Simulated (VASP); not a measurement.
Input of a VASP 6.6.1 run:

INCAR

```
SYSTEM = MgO
PREC = Accurate
ENCUT = 840
EDIFF = 1E-6
ISMEAR = -1
SIGMA = 0.003
LREAL = .False.
LASPH = .True.
NELM = 120
ALGO = Normal
ISIF = 2
LWAVE = .False.
LCHARG = .True.
GGA = PE
LELF = .True.
LVHAR = .True.
NBANDS = 15
GGA_COMPAT = .False.
```

The input KPOINTS:

```
regular mesh
0
Gamma
  8 8 8
  0 0 0
```

File POSCAR:

```
MgO
1.0
    0.0000000000      2.1462000000      2.1462000000
    2.1462000000      0.0000000000      2.1462000000
    2.1462000000      2.1462000000      0.0000000000
Mg O
1 1
Direct
    0.0000000000      0.0000000000      0.0000000000
    0.5000000000      0.5000000000      0.5000000000
```

Potentials or basis: VASP PAW PBE potentials, release 64 (Mg_sv, O).

Launch:

```bash
$ cat potpaw_PBE.64/Mg_sv/POTCAR potpaw_PBE.64/O/POTCAR > POTCAR
$ mpirun -np 1 vasp_std > vasp.out
```

Q: What does it give for the band gap on the k mesh?

A: 4.21 eV.

Q: Predict the pressure.

A: -3.8 GPa.

Caveat: the cell stands under tension.
